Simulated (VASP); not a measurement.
**Li: single point with RPBE**

The system is Li.

```xyz
4
Lattice="3.0168 0.0000 0.0000 -1.5084 2.6126 0.0000 0.0000 0.0000 9.8324" Properties=species:S:1:pos:R:3 pbc="T T T"
Li    0.0000    0.0000    0.0000
Li    0.0000    0.0000    4.9162
Li    0.0000    1.7418    2.4581
Li    1.5084    0.8709    7.3743
```

This isn't the form of Li at room conditions, which is bcc.

```json
{"Program": "VASP 6.6.1", "Task": "single point", "Functional": "RPBE", "Potentials or basis": "VASP PAW PBE potentials, release 64 (Li_sv)", "Cutoff": "520 eV", "k mesh": "13 × 13 × 4", "Occupations": "fermi-dirac, width 0.1 eV", "Spin": "no spin polarisation", "Dipole correction": "no", "Further INCAR settings": "ALGO = Normal; EDIFF = 1e-06; NBANDS = 14"}
```

The band gap on the k mesh is zero (bands 6 and 7 overlap by 4.16 eV).

Levels at points of the mesh, in eV from the Fermi level:
```csv
k point,band 3,band 4,band 5,band 6,band 7,band 8,band 9,band 10
"(0.00, 0.00, 0.00)",-46.65,-46.64,-3.64,-2.50,-2.50,-0.03,3.09,8.29
"(0.00, 0.00, 0.50)",-46.64,-46.64,-3.36,-3.36,-1.14,-1.14,4.89,4.89
```

Wall time 52 s on 1 thread of Intel(R) Xeon(R) Platinum 8488C (Sapphire Rapids) (shared host), peak memory 0.21 GiB.
